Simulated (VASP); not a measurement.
# BP (F-43m) in VASP: settings compared, part 2 of 2

VASP 6.6.1. The steps go on from the part before.

**3. Single point, revPBE+D3(BJ)**

This run uses another cell than the first one, of 12.15 Å³/atom, 0.981 times its volume.

INCAR

```
SYSTEM = BP
PREC = Accurate
ENCUT = 520
EDIFF = 1E-6
ISMEAR = -1
SIGMA = 0.05
LREAL = .FALSE.
LASPH = .TRUE.
NELM = 100
ALGO = Normal
ISIF = 2
LWAVE = .FALSE.
LCHARG = .FALSE.
GGA = RE
IVDW = 12
NBANDS = 11
```

KPOINTS

```
Automatic mesh
0
G
  10 10 10
  0 0 0
```

POSCAR

```
BP
1.0
    0.0000000000      2.2988586873      2.2988586873
    2.2988586873      0.0000000000      2.2988586873
    2.2988586873      2.2988586873      0.0000000000
P B
1 1
Direct
    0.7500000000      0.7500000000      0.7500000000
    0.0000000000      0.0000000000      0.0000000000
```

Potentials or basis: VASP PAW PBE potentials, release 64 (P, B).

Started as:

```bash
> cat potpaw_PBE.64/P/POTCAR potpaw_PBE.64/B/POTCAR > POTCAR
> mpirun -np 1 vasp_std > vasp.out
```

OUTCAR:

```text
SYSTEM = BP
   PREC = Accurate
   ENCUT = 520
   EDIFF = 1E-6
   ISMEAR = -1
   LREAL = .FALSE.
   LASPH = .TRUE.
   NELM = 100
   ISIF = 2
   GGA = RE
   IVDW = 12
 IVDW          = 12

 ion  position               nearest neighbor table
   1  0.750  0.750  0.750-   2 1.99   2 1.99   2 1.99   2 1.99
   2  0.000  0.000  0.000-   1 1.99   1 1.99   1 1.99   1 1.99

  LATTYP: Found a face centered cubic cell.
 ALAT       =     4.5977173746

  Lattice vectors:

 A1 = (   0.0000000000,   2.2988586873,   2.2988586873)
 A2 = (   2.2988586873,   0.0000000000,   2.2988586873)
 A3 = (   2.2988586873,   2.2988586873,   0.0000000000)

Analysis of symmetry for initial positions (statically):
=====================================================================
 Subroutine PRICEL returns:
 Original cell was already a primitive cell.

 Routine SETGRP: Setting up the symmetry group for a
 face centered cubic supercell.

 Subroutine GETGRP returns: Found 24 space group operations
 (whereof 24 operations were pure point group operations)
 out of a pool of 48 trial point group operations.

The static configuration has the point symmetry T_d .

Analysis of symmetry for dynamics (positions and initial velocities):
=====================================================================
 Subroutine PRICEL returns:
 Original cell was already a primitive cell.

 Routine SETGRP: Setting up the symmetry group for a
 face centered cubic supercell.

 Subroutine GETGRP returns: Found 24 space group operations
 (whereof 24 operations were pure point group operations)
 out of a pool of 48 trial point group operations.

The dynamic configuration has the point symmetry T_d .

 Subroutine INISYM returns: Found 24 space group operations
 (whereof 24 operations are pure point group operations),
 and found     1 'primitive' translations

----------------------------------------------------------------------------------------

                                     Primitive cell

  volume of cell :      24.2978
[... 116 lines left out ...]
   AEXX    =    0.0000 exact exchange contribution
   IVDW    =    12    specifies the selected vdW correction
   LEPSILON=     F    determine dielectric tensor
   LRPA    =     F    only Hartree local field effects (RPA)
 non-spin polarized calculation
  energy-cutoff  :      520.00
  volume of cell :       24.30
 maximum number of plane-waves:       666
   NGX = 13   NGY = 13   NGZ = 13

 number of electron       7.9999999 magnetization

 Free energy of the ion-electron system (eV)
  ---------------------------------------------------
  ext. energy  EPLUGINS =         0.00000000
  ---------------------------------------------------
  free energy    TOTEN  =       -12.38117115 eV

  energy without entropy =      -12.38117112  energy(sigma->0) =      -12.38117114

 E-fermi :   7.6754     XC(G=0): -10.6843

 val. band max:        7.0427027424   @ k =   0.0000   0.0000   0.0000
 cond. band min:       8.3440622572   @ k =   0.4000   0.4000   0.0000
 fundamental gap:      1.3013595148
 Fermi energy:         7.6753781042

 k-point     1 :       0.0000    0.0000    0.0000
  band No.  band energies     occupation
      1      -8.0862      2.00000
      2       7.0427      1.99999
      3       7.0427      1.99999
      4       7.0427      1.99999
      5      10.3833      0.00000
      6      10.3833      0.00000
      7      10.3833      0.00000
      8      13.8571      0.00000
      9      18.4090      0.00000
     10      18.9945      0.00000
     11      18.9945      0.00000
[... 309 lines left out ...]
 k-point    24 :       0.4000    0.3000    0.0000
  band No.  band energies     occupation
      1      -5.2471      2.00000
      2       0.9495      2.00000
      3       3.1372      2.00000
      4       3.6458      2.00000
      5       8.8940      0.00000
      6      10.6924      0.00000
      7      16.2548      0.00000
      8      16.2973      0.00000
      9      20.6601      0.00000
     10      22.0253      0.00000
     11      23.6352      0.00000

 [... further k-points ...]

------------------------ aborting loop because EDIFF is reached ----------------------------------------

 Edisp (eV)   -1.25317

 E8    (eV) :    -0.8143

  FORCE on cell =-STRESS in cart. coord.  units (eV):
  Direction    XX          YY          ZZ          XY          YZ          ZX
  --------------------------------------------------------------------------------------
  -------------------------------------------------------------------------------------
  Total      -1.77388    -1.77388    -1.77388     0.00000     0.00000     0.00000
  in kB    -116.96856  -116.96856  -116.96856     0.00000     0.00000     0.00000
  external pressure =     -116.97 kB  Pullay stress =        0.00 kB

 VOLUME and BASIS-vectors are now :
 -----------------------------------------------------------------------------
  energy-cutoff  :      520.00
  volume of cell :       24.30
      direct lattice vectors                 reciprocal lattice vectors
     0.000000000  2.298858687  2.298858687    -0.217499232  0.217499232  0.217499232
     2.298858687  0.000000000  2.298858687     0.217499232 -0.217499232  0.217499232
     2.298858687  2.298858687  0.000000000     0.217499232  0.217499232 -0.217499232

 POSITION                                       TOTAL-FORCE (eV/Angst)
 -----------------------------------------------------------------------------------
      3.44829      3.44829      3.44829         0.000000      0.000000      0.000000
      0.00000      0.00000      0.00000        -0.000000     -0.000000     -0.000000
 -----------------------------------------------------------------------------------
    total drift:                               -0.000000     -0.000000     -0.000000

  FREE ENERGIE OF THE ION-ELECTRON SYSTEM (eV)
  ---------------------------------------------------
  free  energy   TOTEN  =       -13.6343435039 eV

  energy  without entropy=      -13.6343434756  energy(sigma->0) =      -13.63434349
```

OSZICAR:

```text
N       E                     dE             d eps       ncg     rms          rms(c)
DAV:   1     0.102632292050E+02    0.10263E+02   -0.38422E+03  1034   0.654E+02
DAV:   2    -0.122404906336E+02   -0.22504E+02   -0.21340E+02  1334   0.106E+02
DAV:   3    -0.129591601912E+02   -0.71867E+00   -0.71620E+00  1307   0.169E+01
DAV:   4    -0.129622642647E+02   -0.31041E-02   -0.31036E-02  1191   0.130E+00
DAV:   5    -0.129622802564E+02   -0.15992E-04   -0.15991E-04  1282   0.940E-02    0.737E+00
DAV:   6    -0.124581741026E+02    0.50411E+00   -0.11659E+00  1157   0.453E+00    0.405E+00
DAV:   7    -0.123850995380E+02    0.73075E-01   -0.20236E-01  1280   0.222E+00    0.134E+00
DAV:   8    -0.123802917087E+02    0.48078E-02   -0.23440E-02  1208   0.901E-01    0.156E-01
DAV:   9    -0.123808606318E+02   -0.56892E-03   -0.84426E-04  1193   0.186E-01    0.779E-02
DAV:  10    -0.123811512257E+02   -0.29059E-03   -0.35656E-04  1172   0.120E-01    0.243E-02
DAV:  11    -0.123811691242E+02   -0.17899E-04   -0.22123E-05  1295   0.320E-02    0.246E-02
DAV:  12    -0.123811713348E+02   -0.22106E-05   -0.44109E-06  1166   0.127E-02    0.102E-02
DAV:  13    -0.123811711525E+02    0.18225E-06   -0.82005E-08   658   0.198E-03
   1 F= -.13634344E+02 E0= -.13634343E+02  d E =-.282928E-07
```

Run time: 12 s. Hardware: 1 thread of Intel Xeon 6975P-C, shared host; peak memory 0.15 GiB.

Results:

* Free energy: -13.6343 eV
* Pressure: -11.7 GPa
* Band gap on the k mesh: 1.30 eV, indirect (least direct gap 3.34 eV)
* Dispersion energy per atom: -0.627 eV

Caveat: the PAW data sets were made with another functional, which shifts forces and pressure a little.

**4. Single point, revPBE+D3(BJ)**

INCAR

```
SYSTEM = BP
ALGO = Normal ; EDIFF = 1E-6
ENCUT = 520 ; GGA = RE
ISIF = 2 ; ISMEAR = -1
IVDW = 12 ; LASPH = .True.
LCHARG = .True. ; LELF = .True.
LREAL = .False. ; LVHAR = .True.
LWAVE = .False. ; NBANDS = 11
NELM = 60 ; PREC = Accurate
SIGMA = 0.05
```

KPOINTS

```
k-points
0
Gamma
  10 10 10
  0 0 0
```

POSCAR

```
BP
1.0
    0.0000000000      2.3135014941      2.3135014941
    2.3135014941      0.0000000000      2.3135014941
    2.3135014941      2.3135014941      0.0000000000
P B
1 1
Direct
    0.7500000000      0.7500000000      0.7500000000
    0.0000000000      0.0000000000      0.0000000000
```

Started as:

```bash
> cat potpaw_PBE.64/P/POTCAR potpaw_PBE.64/B/POTCAR > POTCAR
> mpirun -np 1 vasp_std > vasp.out
```

It took 14 s on 1 thread of Intel Xeon 6975P-C, shared host; peak memory 0.14 GiB.

It converged, with:

* Free energy: -13.5970 eV
* Pressure: -14.0 GPa
* Band gap on the k mesh: 1.33 eV, indirect (least direct gap 3.32 eV)
* Dispersion energy per atom: -0.614 eV

Levels at points of the mesh, in eV from the valence-band top:
```csv
k point,band 1,band 2,band 3,band 4,band 5,band 6,band 7,band 8
"(0.00, 0.00, 0.00)",-14.96,0.00,0.00,0.00,3.32,3.32,3.32,6.53
"(0.50, 0.00, 0.00)",-11.86,-8.63,-1.69,-1.69,3.45,4.67,4.67,10.00
"(0.50, 0.50, 0.00)",-10.40,-8.32,-3.91,-3.91,1.44,1.75,11.62,11.62
```

Caveat: the PAW data sets were made with another functional, which shifts forces and pressure a little.

**5. Single point, BLYP+D4**

This run uses another cell than the first one, of 12.15 Å³/atom, 0.981 times its volume.

INCAR

```
SYSTEM = BP
PREC = Accurate
ENCUT = 520
EDIFF = 1E-7
ISMEAR = -1
SIGMA = 0.05
LREAL = .FALSE.
LASPH = .TRUE.
NELM = 80
ALGO = Normal
ISIF = 2
LWAVE = .FALSE.
LCHARG = .FALSE.
GGA = B5
ALDAX = 1.0
AGGAX = 1.0
AGGAC = 1.0
ALDAC = 0.0
IVDW = 13
VDW_S6 = 1.0
VDW_S8 = 2.34076671
VDW_A1 = 0.44488865
VDW_A2 = 4.0933009
NBANDS = 11
```

KPOINTS

```
Automatic mesh
0
G
  10 10 10
  0 0 0
```

POSCAR

```
BP
1.0
    0.0000000000      2.2988586873      2.2988586873
    2.2988586873      0.0000000000      2.2988586873
    2.2988586873      2.2988586873      0.0000000000
P B
1 1
Direct
    0.7500000000      0.7500000000      0.7500000000
    0.0000000000      0.0000000000      0.0000000000
```

Potentials or basis: VASP PAW PBE potentials, release 64 (P, B).

Started as:

```bash
> cat potpaw_PBE.64/P/POTCAR potpaw_PBE.64/B/POTCAR > POTCAR
> mpirun -np 1 vasp_std > vasp.out
```

OUTCAR:

```text
SYSTEM = BP
   PREC = Accurate
   ENCUT = 520
   EDIFF = 1E-7
   ISMEAR = -1
   LREAL = .FALSE.
   LASPH = .TRUE.
   NELM = 80
   ISIF = 2
   GGA = B5
   IVDW = 13

 ion  position               nearest neighbor table
   1  0.750  0.750  0.750-   2 1.99   2 1.99   2 1.99   2 1.99
   2  0.000  0.000  0.000-   1 1.99   1 1.99   1 1.99   1 1.99

  LATTYP: Found a face centered cubic cell.
 ALAT       =     4.5977173746

  Lattice vectors:

 A1 = (   0.0000000000,   2.2988586873,   2.2988586873)
 A2 = (   2.2988586873,   0.0000000000,   2.2988586873)
 A3 = (   2.2988586873,   2.2988586873,   0.0000000000)

Analysis of symmetry for initial positions (statically):
=====================================================================
 Subroutine PRICEL returns:
 Original cell was already a primitive cell.

 Routine SETGRP: Setting up the symmetry group for a
 face centered cubic supercell.

 Subroutine GETGRP returns: Found 24 space group operations
 (whereof 24 operations were pure point group operations)
 out of a pool of 48 trial point group operations.

The static configuration has the point symmetry T_d .

Analysis of symmetry for dynamics (positions and initial velocities):
=====================================================================
 Subroutine PRICEL returns:
[... 173 lines left out ...]
      9      18.9788      0.00000
     10      19.6057      0.00000
     11      19.6057      0.00000
[... 309 lines left out ...]
 k-point    24 :       0.4000    0.3000    0.0000
  band No.  band energies     occupation
      1      -4.8257      2.00000
      2       1.3338      2.00000
      3       3.5423      2.00000
      4       4.0245      2.00000
      5       9.4301      0.00000
      6      11.2555      0.00000
      7      16.6000      0.00000
      8      16.6582      0.00000
      9      20.9153      0.00000
     10      22.5961      0.00000
     11      23.9991      0.00000

 [... further k-points ...]

------------------------ aborting loop because EDIFF is reached ----------------------------------------

  DFT-D4 for vdW energy calculation

  Edisp (eV):   -1.32536

  FORCE on cell =-STRESS in cart. coord.  units (eV):
  Direction    XX          YY          ZZ          XY          YZ          ZX
  --------------------------------------------------------------------------------------
  -------------------------------------------------------------------------------------
  Total      -1.43396    -1.43396    -1.43396    -0.00000     0.00000    -0.00000
  in kB     -94.55421   -94.55421   -94.55421    -0.00000     0.00000    -0.00000
  external pressure =      -94.55 kB  Pullay stress =        0.00 kB

 VOLUME and BASIS-vectors are now :
 -----------------------------------------------------------------------------
  energy-cutoff  :      520.00
  volume of cell :       24.30
      direct lattice vectors                 reciprocal lattice vectors
     0.000000000  2.298858687  2.298858687    -0.217499232  0.217499232  0.217499232
     2.298858687  0.000000000  2.298858687     0.217499232 -0.217499232  0.217499232
     2.298858687  2.298858687  0.000000000     0.217499232  0.217499232 -0.217499232

 POSITION                                       TOTAL-FORCE (eV/Angst)
 -----------------------------------------------------------------------------------
      3.44829      3.44829      3.44829         0.000000      0.000000      0.000000
      0.00000      0.00000      0.00000        -0.000000     -0.000000     -0.000000
 -----------------------------------------------------------------------------------
    total drift:                               -0.000000     -0.000000     -0.000000

  FREE ENERGIE OF THE ION-ELECTRON SYSTEM (eV)
  ---------------------------------------------------
  free  energy   TOTEN  =       -12.9055714296 eV

  energy  without entropy=      -12.9055714275  energy(sigma->0) =      -12.90557143
```

stdout:

```text
POSCAR found type information on POSCAR P B
 POSCAR found :  2 types and       2 ions
 scaLAPACK will be used
 -----------------------------------------------------------------------------
|                                                                             |
|                                                                             |
|     You enforced a specific xc type in the INCAR file but a different       |
|     I HOPE YOU KNOW WHAT YOU ARE DOING!                                     |
|                                                                             |
 -----------------------------------------------------------------------------

 LDA part: xc-table for (Slater(with rela. corr.)+VWN5), standard interpolation
 POSCAR, INCAR and KPOINTS ok, starting setup
 FFT: planning ... GRIDC
 FFT: planning ... GRID_SOFT
 FFT: planning ... GRID
 WAVECAR not read
 entering main loop
```

It took 24 s on 1 thread of Intel Xeon 6975P-C, shared host; peak memory 0.14 GiB.

Results:

| Property | Result |
| --- | --- |
| Free energy | -12.9056 eV |
| Pressure | -9.5 GPa |
| Band gap on the k mesh | 1.58 eV, indirect (least direct gap 3.52 eV) |
| Dispersion energy per atom | -0.663 eV |

Levels at points of the mesh, in eV from the valence-band top:
| k point | band 2 | band 3 | band 4 | band 5 | band 6 | band 7 |
| --- | --- | --- | --- | --- | --- | --- |
| (0.00, 0.00, 0.00) | 0.00 | 0.00 | 0.00 | 3.52 | 3.52 | 3.52 |
| (0.50, 0.00, 0.00) | -8.56 | -1.67 | -1.67 | 3.71 | 4.91 | 4.91 |
| (0.50, 0.50, 0.00) | -8.24 | -3.87 | -3.87 | 1.72 | 2.00 | 11.81 |

Caveat: the PAW data sets were made with another functional, which shifts forces and pressure a little. Expect the measured gap to be larger: semilocal functionals such as BLYP lack the derivative discontinuity.

**6. Single point, BLYP+D4**

INCAR

```
SYSTEM = BP
AGGAC = 1.0 ; AGGAX = 1.0
ALDAC = 0.0 ; ALDAX = 1.0
ALGO = Normal ; EDIFF = 1E-7
ENCUT = 520 ; GGA = B5
ISIF = 2 ; ISMEAR = -1
IVDW = 13 ; LASPH = .True.
LCHARG = .False. ; LREAL = .False.
LWAVE = .False. ; NBANDS = 11
NELM = 100 ; PREC = Accurate
SIGMA = 0.05 ; VDW_A1 = 0.44488865
VDW_A2 = 4.0933009 ; VDW_S6 = 1.0
VDW_S8 = 2.34076671
```

KPOINTS

```
k-points
0
Gamma
  10 10 10
  0 0 0
```

POSCAR

```
BP
1.0
    0.0000000000      2.3135014941      2.3135014941
    2.3135014941      0.0000000000      2.3135014941
    2.3135014941      2.3135014941      0.0000000000
P B
1 1
Direct
    0.7500000000      0.7500000000      0.7500000000
    0.0000000000      0.0000000000      0.0000000000
```

Potentials or basis: VASP PAW PBE potentials, release 64 (P, B).

Started as:

```bash
> cat potpaw_PBE.64/P/POTCAR potpaw_PBE.64/B/POTCAR > POTCAR
> mpirun -np 1 vasp_std > vasp.out
```

Run time: 24 s. Hardware: 1 thread of Intel Xeon 6975P-C, shared host; peak memory 0.14 GiB.

The run converged. Its results:

| Quantity | Value |
| --- | --- |
| Free energy | -12.8747 eV |
| Pressure | -11.8 GPa |
| Band gap on the k mesh | 1.60 eV, indirect (least direct gap 3.49 eV) |
| Dispersion energy per atom | -0.650 eV |

Levels at points of the mesh, in eV from the valence-band top:
```tsv
k point	band 2	band 3	band 4	band 5	band 6	band 7
(0.00, 0.00, 0.00)	0.00	0.00	0.00	3.49	3.49	3.49
(0.50, 0.00, 0.00)	-8.44	-1.65	-1.65	3.60	4.89	4.89
(0.50, 0.50, 0.00)	-8.14	-3.80	-3.80	1.75	2.01	11.63
```

Caveat: the PAW data sets were made with another functional, which shifts forces and pressure a little. A k mesh can miss the band edges.

**7. Overview**

```csv
level,cell,gap on the mesh (eV),pressure (GPa)
RPBE,"a = 3.272 Å, angles 60.0°, 2 atoms",1.34,-5.3
revPBE+D3(BJ),"a = 3.251 Å, angles 60.0°, 2 atoms",1.30,-11.7
revPBE+D3(BJ),"a = 3.272 Å, angles 60.0°, 2 atoms",1.33,-14.0
BLYP+D4,"a = 3.251 Å, angles 60.0°, 2 atoms",1.58,-9.5
BLYP+D4,"a = 3.272 Å, angles 60.0°, 2 atoms",1.60,-11.8
```

Alike in all rows: task single point; potentials or basis VASP PAW PBE potentials, release 64 (P, B); no spin polarisation; k mesh 10 × 10 × 10; cutoff (eV) 520; smearing fermi-dirac 0.05 eV.

On the cell as given the gap runs from 1.33 eV (revPBE+D3(BJ)) to 1.60 eV (BLYP+D4). The pressure there spans -14.0 GPa (revPBE+D3(BJ)) to -5.3 GPa (RPBE); a positive pressure means that this level wants a larger cell, a negative one a smaller.

Caveats: the PAW data sets were made with another functional, which shifts forces and pressure a little.

Absolute energies hang on the potentials; compare differences alone.
